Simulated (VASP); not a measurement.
Write the native input for VASP 6.6.1 that does the following.

```yaml
Task: single point
Functional: PBE
Potentials_or_basis: VASP PAW PBE potentials, release 64 (Zn, O)
Cutoff: 520 eV
k_mesh: 6 × 6 × 6
Occupations: gaussian, width 0.1 eV
Spin: no spin polarisation
Dipole_correction: no
Further_INCAR_settings: LREAL = Auto; ALGO = Normal; EDIFF = 1e-07; NBANDS = 86
```

The structure of ZnO lies in POSCAR:

```
ZnO
1.0
    0.0000000000      0.0000000000      5.2932331633
    6.5587815506     -0.0000000001      0.0000000000
   -3.2793907752      5.6800714407      0.0000000000
Zn O
8 8
Direct
    0.5006044115      0.3333333333      0.1666666667
    0.5006044115      0.3333333333      0.6666666667
    0.5006044115      0.8333333333      0.1666666667
    0.5006044115      0.8333333333      0.6666666667
    0.0006044115      0.1666666667      0.3333333333
    0.0006044115      0.1666666667      0.8333333333
    0.0006044115      0.6666666667      0.3333333333
    0.0006044115      0.6666666667      0.8333333333
    0.8797055885      0.3333333333      0.1666666667
    0.8797055885      0.3333333333      0.6666666667
    0.8797055885      0.8333333333      0.1666666667
    0.8797055885      0.8333333333      0.6666666667
    0.3797055885      0.1666666667      0.3333333333
    0.3797055885      0.1666666667      0.8333333333
    0.3797055885      0.6666666667      0.3333333333
    0.3797055885      0.6666666667      0.8333333333
```

One way to write it, as run:

INCAR

```
PREC = Accurate ; ENCUT = 520
EDIFF = 1E-7 ; ISMEAR = 0
SIGMA = 0.1 ; LREAL = Auto
LASPH = T ; NELM = 60
ALGO = Normal ; ISIF = 2
LWAVE = F ; LCHARG = F
GGA = PE ; NBANDS = 86
```

KPOINTS

```
Automatic mesh
0
Gamma
  6 6 6
```

Potentials or basis: VASP PAW PBE potentials, release 64 (Zn, O).

Command:

```bash
$ cat potpaw_PBE.64/Zn/POTCAR potpaw_PBE.64/O/POTCAR > POTCAR
$ mpirun -np 1 vasp_std > vasp.out
```

It gave:

| Quantity | Value |
| --- | --- |
| Pressure | 0.9 GPa |
| Band gap on the k mesh | 0.73 eV |

It took 24 min on 1 thread of Intel(R) Xeon(R) Platinum 8175M CPU @ 2.50GHz (Skylake/Cascade Lake) (shared host), peak memory 0.47 GiB.
